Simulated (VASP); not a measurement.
Here is a VASP 6.6.1 calculation.

INCAR

```
SYSTEM = Rb
ALGO     = Normal         ! electronic algorithm
EDIFF    = 1E-7           ! SCF threshold, eV
ENCUT    = 520            ! plane-wave cutoff, eV
ISIF     = 2              ! what is computed and relaxed
ISMEAR   = 1              ! smearing method
LASPH    = .TRUE.         ! aspherical terms in the spheres
LCHARG   = .TRUE.         ! write CHGCAR
LELF     = .TRUE.         ! ELF
LREAL    = .FALSE.        ! projectors in reciprocal space
LVHAR    = .TRUE.       
LWAVE    = .FALSE.        ! write WAVECAR
NBANDS   = 10             ! bands
NELM     = 60             ! most SCF steps
PREC     = Accurate       ! precision mode
SIGMA    = 0.01           ! smearing width, eV
```

KPOINTS

```
k-points
0
G
  8 8 8
  0 0 0
```

File POSCAR:

```
Rb
1.0
   -2.6859640533      2.6859640533      2.6859640533
    2.6859640533     -2.6859640533      2.6859640533
    2.6859640533      2.6859640533     -2.6859640533
Rb
1
Direct
    0.0000000000      0.0000000000      0.0000000000
```

Potentials or basis: VASP PAW LDA potentials, release 64 (Rb_sv).

Launch:

```sh
$ cat potpaw_LDA.64/Rb_sv/POTCAR > POTCAR
$ mpirun -np 1 vasp_std > vasp.out
```

(1) Estimate the pressure.

Answers

(1) 0.0 GPa.
